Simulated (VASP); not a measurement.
# Ba (P4/mmm) in VASP: a series of runs, part 2 of 2

VASP 6.6.1. The steps go on from the part before.

## Step 3: Single point, LDA (strain -0.0300 x Voigt [0, 0, 1, 0, 0, 0])

Contents of INCAR:

```
SYSTEM = Ba
  ALGO = Normal
  EDIFF = 1E-6
  ENCUT = 520
  GGA = CA
  ISIF = 2
  ISMEAR = 0
  LASPH = .TRUE.
  LCHARG = .TRUE.
  LELF = .TRUE.
  LREAL = .FALSE.
  LVHAR = .TRUE.
  LWAVE = .FALSE.
  NBANDS = 11
  NELM = 100
  PREC = Accurate
  SIGMA = 0.15
```

Contents of KPOINTS:

```
k-points
0
G
  12 12 12
  0 0 0
```

Contents of POSCAR:

```
Ba
1.0
    3.9177175405      0.0000000000      0.0000000000
    0.0000000000      3.9177175405      0.0000000000
    0.0000000000      0.0000000000      3.8001860143
Ba
1
Direct
    0.0000000000      0.0000000000      0.0000000000
```

Potentials or basis: VASP PAW LDA potentials, release 64 (Ba_sv).

The run is started by

```sh
> cat potpaw_LDA.64/Ba_sv/POTCAR > POTCAR
> mpirun -np 1 vasp_std > vasp.out
```

OUTCAR:

```text
SYSTEM = Ba
   EDIFF = 1E-6
   ENCUT = 520
   GGA = CA
   ISIF = 2
   ISMEAR = 0
   LASPH = .TRUE.
   LREAL = .FALSE.
   NELM = 100
   PREC = Accurate

 ion  position               nearest neighbor table
   1  0.000  0.000  0.000-

  LATTYP: Found a simple tetragonal cell.
 ALAT       =     3.9177175405
 C/A-ratio  =     0.9700000000

  Lattice vectors:

 A1 = (   3.9177175405,   0.0000000000,   0.0000000000)
 A2 = (   0.0000000000,   3.9177175405,   0.0000000000)
 A3 = (   0.0000000000,   0.0000000000,   3.8001860143)

Analysis of symmetry for initial positions (statically):
=====================================================================
 Subroutine PRICEL returns:
 Original cell was already a primitive cell.

 Routine SETGRP: Setting up the symmetry group for a
 simple tetragonal supercell.

 Subroutine GETGRP returns: Found 16 space group operations
 (whereof 16 operations were pure point group operations)
 out of a pool of 16 trial point group operations.

The static configuration has the point symmetry D_4h.

Analysis of symmetry for dynamics (positions and initial velocities):
=====================================================================
 Subroutine PRICEL returns:
 Original cell was already a primitive cell.

 Routine SETGRP: Setting up the symmetry group for a
 simple tetragonal supercell.

 Subroutine GETGRP returns: Found 16 space group operations
 (whereof 16 operations were pure point group operations)
 out of a pool of 16 trial point group operations.

The dynamic configuration has the point symmetry D_4h.

 Subroutine INISYM returns: Found 16 space group operations
 (whereof 16 operations are pure point group operations),
 and found     1 'primitive' translations

----------------------------------------------------------------------------------------
[... 114 lines left out ...]
  Thomas-Fermi vector in A             =   2.033509
   LORBIT       =      0    0 simple, 1 ext, 2 COOP (PROOUT), +10 PAW based schemes
   GGA     = CA    functional components
   LHFCALC =     F    Hartree Fock is set to
   AEXX    =    0.0000 exact exchange contribution
   IVDW    =     0    specifies the selected vdW correction
   LEPSILON=     F    determine dielectric tensor
   LRPA    =     F    only Hartree local field effects (RPA)
 non-spin polarized calculation
 Gauss-broadening in eV      SIGMA  =   0.15
  energy-cutoff  :      520.00
  volume of cell :       58.33
 maximum number of plane-waves:      1594
 NGX is ok and might be reduce to    30
   NGX = 15   NGY = 15   NGZ = 15

 number of electron      10.0000001 magnetization

 Free energy of the ion-electron system (eV)
  ---------------------------------------------------
  ext. energy  EPLUGINS =         0.00000000
  ---------------------------------------------------
  free energy    TOTEN  =        -1.94580529 eV

  energy without entropy =       -1.93698790  energy(sigma->0) =       -1.94139659

 E-fermi :   1.5844     XC(G=0):  -7.8513

 val. band max:        1.5738922727   @ k =   0.0000   0.0000   0.0833
 cond. band min:       1.5927179929   @ k =   0.1667   0.0833   0.5000
 fundamental gap:      0.0188257202
 Fermi energy:         1.5844426922

 k-point     1 :       0.0000    0.0000    0.0000
  band No.  band energies     occupation
      1     -27.3950      2.00000
      2     -12.2122      2.00000
      3     -12.2122      2.00000
      4     -12.1169      2.00000
      5      -0.9899      2.00000
      6       1.5207      1.45218
      7       1.5358      1.35335
      8       6.5968      0.00000
      9       6.8251      0.00000
     10       6.8251      0.00000
     11       9.3585      0.00000
[... 309 lines left out ...]
 k-point    24 :       0.4167    0.3333    0.0000
  band No.  band energies     occupation
      1     -27.2842      2.00000
      2     -12.8663      2.00000
      3     -12.7167      2.00000
      4     -12.0002      2.00000
      5       0.9853      2.00000
      6       1.8393      0.01628
      7       4.1028      0.00000
      8       4.7227      0.00000
      9       5.0066      0.00000
     10       5.3992      0.00000
     11       8.1502      0.00000

 [... further k-points ...]

------------------------ aborting loop because EDIFF is reached ----------------------------------------

  FORCE on cell =-STRESS in cart. coord.  units (eV):
  Direction    XX          YY          ZZ          XY          YZ          ZX
  --------------------------------------------------------------------------------------
  -------------------------------------------------------------------------------------
  Total       -0.4226513     -0.4226513     -0.1077887      0.0000000     -0.0000000      0.0000000
  in kB      -11.6097179    -11.6097179     -2.9608251      0.0000000     -0.0000000      0.0000000
  external PRESSURE =      -8.7267536 kB  Pullay stress =       0.0000000 kB

 VOLUME and BASIS-vectors are now :
 -----------------------------------------------------------------------------
  energy-cutoff  :      520.00
  volume of cell :       58.33
      direct lattice vectors                 reciprocal lattice vectors
     3.917717540  0.000000000  0.000000000     0.255250663  0.000000000  0.000000000
     0.000000000  3.917717540  0.000000000     0.000000000  0.255250663  0.000000000
     0.000000000  0.000000000  3.800186014     0.000000000  0.000000000  0.263145013

 POSITION                                       TOTAL-FORCE (eV/Angst)
 -----------------------------------------------------------------------------------
      0.00000      0.00000      0.00000         0.000000      0.000000      0.000000
 -----------------------------------------------------------------------------------
    total drift:                               -0.000000      0.000000     -0.000000

  FREE ENERGIE OF THE ION-ELECTRON SYSTEM (eV)
  ---------------------------------------------------
  free  energy   TOTEN  =        -1.9458052866 eV

  energy  without entropy=       -1.9369878974  energy(sigma->0) =       -1.94139659
```

Wall time 1.8 min (1 thread of Intel Xeon 8259CL, shared host); peak memory 0.24 GiB.

Results:

| Item | Value |
| --- | --- |
| Free energy | -1.9458 eV |
| Pressure | -0.9 GPa |
| Band gap on the k mesh | zero (bands 5 and 6 overlap by 0.32 eV) |

Caveat: the cell differs from its parent crystal (strain -0.0300 x Voigt [0, 0, 1, 0, 0, 0]); spin-orbit coupling is left out, which moves the levels of the heavy elements.

## Step 4: Single point, LDA (strain +0.0450 x Voigt [0, 0, 1, 0, 0, 0])

Contents of INCAR:

```
PREC = Accurate
ENCUT = 520
EDIFF = 1E-6
ISMEAR = 0
SIGMA = 0.15
LREAL = False
LASPH = True
NELM = 100
ALGO = Fast
ISIF = 2
LWAVE = False
LCHARG = False
NBANDS = 11
```

Contents of KPOINTS:

```
regular mesh
0
Gamma
  12 12 12
```

Changes to POSCAR since step 3:

```diff
@@ -4,3 +4,3 @@
     0.0000000000      3.9177175405      0.0000000000
-    0.0000000000      0.0000000000      3.8001860143
+    0.0000000000      0.0000000000      4.0940148298
 Ba
```

Potentials or basis: VASP PAW LDA potentials, release 64 (Ba_sv).

The run is started by

```sh
> cat potpaw_LDA.64/Ba_sv/POTCAR > POTCAR
> mpirun -np 1 vasp_std > vasp.out
```

OUTCAR:

```text
PREC = Accurate
   ENCUT = 520
   EDIFF = 1E-6
   ISMEAR = 0
   LREAL = False
   LASPH = True
   NELM = 100
   ISIF = 2

 ion  position               nearest neighbor table
   1  0.000  0.000  0.000-

  LATTYP: Found a simple tetragonal cell.
 ALAT       =     3.9177175405
 C/A-ratio  =     1.0450000000

  Lattice vectors:

 A1 = (   3.9177175405,   0.0000000000,   0.0000000000)
 A2 = (   0.0000000000,   3.9177175405,   0.0000000000)
 A3 = (   0.0000000000,   0.0000000000,   4.0940148298)

[... 516 lines left out ...]

 [... further k-points ...]

------------------------ aborting loop because EDIFF is reached ----------------------------------------

  FORCE on cell =-STRESS in cart. coord.  units (eV):
  Direction    XX          YY          ZZ          XY          YZ          ZX
  --------------------------------------------------------------------------------------
  -------------------------------------------------------------------------------------
  Total       -0.3613231     -0.3613231     -0.7728316      0.0000000     -0.0000000      0.0000000
  in kB       -9.2127801     -9.2127801    -19.7051531      0.0000000     -0.0000000      0.0000000
  external PRESSURE =     -12.7102378 kB  Pullay stress =       0.0000000 kB

 VOLUME and BASIS-vectors are now :
 -----------------------------------------------------------------------------
  energy-cutoff  :      520.00
  volume of cell :       62.84
      direct lattice vectors                 reciprocal lattice vectors
     3.917717540  0.000000000  0.000000000     0.255250663  0.000000000  0.000000000
     0.000000000  3.917717540  0.000000000     0.000000000  0.255250663  0.000000000
     0.000000000  0.000000000  4.094014830     0.000000000  0.000000000  0.244259008

 POSITION                                       TOTAL-FORCE (eV/Angst)
 -----------------------------------------------------------------------------------
      0.00000      0.00000      0.00000         0.000000      0.000000      0.000000
 -----------------------------------------------------------------------------------
    total drift:                               -0.000000      0.000000     -0.000000

  FREE ENERGIE OF THE ION-ELECTRON SYSTEM (eV)
  ---------------------------------------------------
  free  energy   TOTEN  =        -1.9123685101 eV

  energy  without entropy=       -1.9028931444  energy(sigma->0) =       -1.90763083
```

OSZICAR:

```text
N       E                     dE             d eps       ncg     rms          rms(c)
DAV:   1     0.541463662601E+02    0.54146E+02   -0.42981E+03  4312   0.752E+02
DAV:   2     0.849312774580E+00   -0.53297E+02   -0.51932E+02  5174   0.136E+02
DAV:   3    -0.183065292202E+01   -0.26800E+01   -0.26605E+01  5662   0.310E+01
DAV:   4    -0.191979211081E+01   -0.89139E-01   -0.88934E-01  5661   0.515E+00
DAV:   5    -0.192262945463E+01   -0.28373E-02   -0.28367E-02  6050   0.702E-01    0.191E+00
RMM:   6    -0.191583163846E+01    0.67978E-02   -0.47893E-03  4789   0.643E-01    0.114E+00
RMM:   7    -0.191215025588E+01    0.36814E-02   -0.15182E-02  5596   0.102E+00    0.698E-02
RMM:   8    -0.191231407940E+01   -0.16382E-03   -0.15856E-03  6155   0.241E-01    0.306E-02
RMM:   9    -0.191236665488E+01   -0.52575E-04   -0.42731E-04  6500   0.104E-01    0.286E-02
RMM:  10    -0.191236693944E+01   -0.28456E-06   -0.50054E-05  6427   0.390E-02    0.338E-03
RMM:  11    -0.191236839760E+01   -0.14582E-05   -0.13304E-05  6009   0.143E-02    0.422E-03
RMM:  12    -0.191236851010E+01   -0.11249E-06   -0.26625E-06  4487   0.895E-03
   1 F= -.19123685E+01 E0= -.19076308E+01  d E =-.947537E-02
```

stdout:

```text
POSCAR found type information on POSCAR Ba
 POSCAR found :  1 types and       1 ions
 scaLAPACK will be used
 LDA part: xc-table for (Slater(with rela. corr.)+CA(PZ))
 , standard interpolation
 POSCAR, INCAR and KPOINTS ok, starting setup
 FFT: planning ... GRIDC
 FFT: planning ... GRID_SOFT
 FFT: planning ... GRID
 WAVECAR not read
 entering main loop
WARNING in EDDRMM: call to ZHEGV failed, returncode =   6  3      9
```

Run time: 2.8 min. Hardware: 1 thread of Intel Xeon 8259CL, shared host; peak memory 0.25 GiB.

What came out:

```yaml
Free_energy: -1.9124 eV
Pressure: -1.3 GPa
Band_gap_on_the_k_mesh: zero (bands 5 and 6 overlap by 0.25 eV)
```

Stress tensor (GPa, compression positive):
```
-0.92  0.00  0.00
 0.00 -0.92  0.00
 0.00  0.00 -1.97
```

Caveat: the cell differs from its parent crystal (strain +0.0450 x Voigt [0, 0, 1, 0, 0, 0]); spin-orbit coupling is left out, which moves the levels of the heavy elements.

## Step 5: The runs side by side

```csv
cell,gap on the mesh (eV),pressure (GPa)
"a = 3.918, b = 3.918, c = 3.683 Å, 1 atom",none,-0.6
"a = 3.918, b = 3.918, c = 3.800 Å, 1 atom",none,-0.9
"a = 3.918, b = 3.918, c = 4.094 Å, 1 atom",none,-1.3
```

Alike in all rows: task single point; level LDA; potentials or basis VASP PAW LDA potentials, release 64 (Ba_sv); no spin polarisation; k mesh 12 × 12 × 12; cutoff (eV) 520; smearing gaussian 0.15 eV.

Caveats: spin-orbit coupling is left out, which moves the levels of the heavy elements.

Total energies depend on the potentials used, so only differences within one code and one set of settings carry meaning.
